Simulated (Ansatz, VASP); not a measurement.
# Al2GaP3: VASP beside Ansatz

```
Al Ga P
1.0
    -1.86388    1.86388    7.90778
     1.86388   -1.86388    7.90778
     1.86388    1.86388   -7.90778
Al Ga P
2 1 3
Direct
  0.66667 0.66667 0.00000
  0.33333 0.33333 0.00000
  0.00000 0.00000 0.00000
  0.41667 0.91667 0.50000
  0.08333 0.58333 0.50000
  0.75000 0.25000 0.50000
```

Alike in both runs: task relaxation of cell and atoms; functional PBE; k mesh 6 × 6 × 6; occupations gaussian, width 0.1 eV; no spin polarisation.

```csv
,VASP,Ansatz
version,VASP 6.6.1,Ansatz 0.2.0
potentials or method,"VASP PAW PBE potentials, release 64 (Al, Ga_d, P), cutoff 600 eV","scalar-relativistic, plane waves, PAW"
valence electrons in the cell,34,34
```

```tsv
	VASP	Ansatz	Ansatz less VASP
gap on the k mesh at the Fermi level, each at its own relaxed structure (eV)	1.64	1.65	+0.008
relaxed volume (Å³/atom)	20.83	20.86	+0.029
relaxed cell length with the largest relative difference (Å)	8.695	8.692	-0.0022
```
